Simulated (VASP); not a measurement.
**P: single point with PBE+D3(BJ)**

P:

```
P
1.0
     1.57674    0.91033    2.80215
    -1.57674    0.91033    2.80215
     0.00000   -1.82067    2.80215
P
2
Direct
  0.23367 0.23367 0.23367
  0.76633 0.76633 0.76633
```

This cell differs from its parent crystal: strain -0.080 along x and y, -0.040 along z.

```yaml
Program: VASP 6.6.1
Task: single point
Functional: PBE
Dispersion: D3(BJ)
Potentials_or_basis: VASP PAW PBE potentials, release 64 (P)
Cutoff: 520 eV
k_mesh: 24 × 24 × 24
Occupations: gaussian, width 0.15 eV
Spin: no spin polarisation
```

| Quantity | Value |
| --- | --- |
| Pressure | 33.9 GPa |
| Largest force | 1.386 eV/Å |
| Band gap on the k mesh | zero (bands 5 and 6 overlap by 3.13 eV) |
| Dispersion energy per atom | -0.586 eV |

Forces in eV/Å, atoms in the order of the input:
```
P    0.000  0.000  1.386
P    0.000  0.000 -1.386
```

Stress tensor (GPa, compression positive):
```
39.09  0.00  0.00
 0.00 39.09  0.00
 0.00  0.00 23.39
```

Levels at points of the mesh, in eV from the Fermi level:
```
           k point  band 2  band 3  band 4  band 5  band 6  band 7  band 8  band 9
(0.00, 0.00, 0.00)   -3.56   -2.52   -2.52   -0.66    2.80    3.50    3.50    6.30
(0.50, 0.00, 0.00)  -13.59   -3.56   -3.46   -1.47   -0.20    1.19    1.54   10.14
(0.50, 0.50, 0.00)  -11.18   -7.22   -6.80   -6.20   -0.84    9.18    9.36   10.08
(0.50, 0.50, 0.50)  -13.25   -2.52   -2.52   -0.46   -0.46    2.19    3.67   10.80
```

Run time: 9.7 min on 1 thread of Intel Xeon 8259CL, on a shared host, peak memory 0.41 GiB.

Caveat: the cell differs from its parent crystal (strain -0.080 along x and y, -0.040 along z); the stress differs along the axes, from 23 to 39 GPa; forces of over 1 eV/Å act on the atoms, so gaps and moduli don't describe the material at rest.
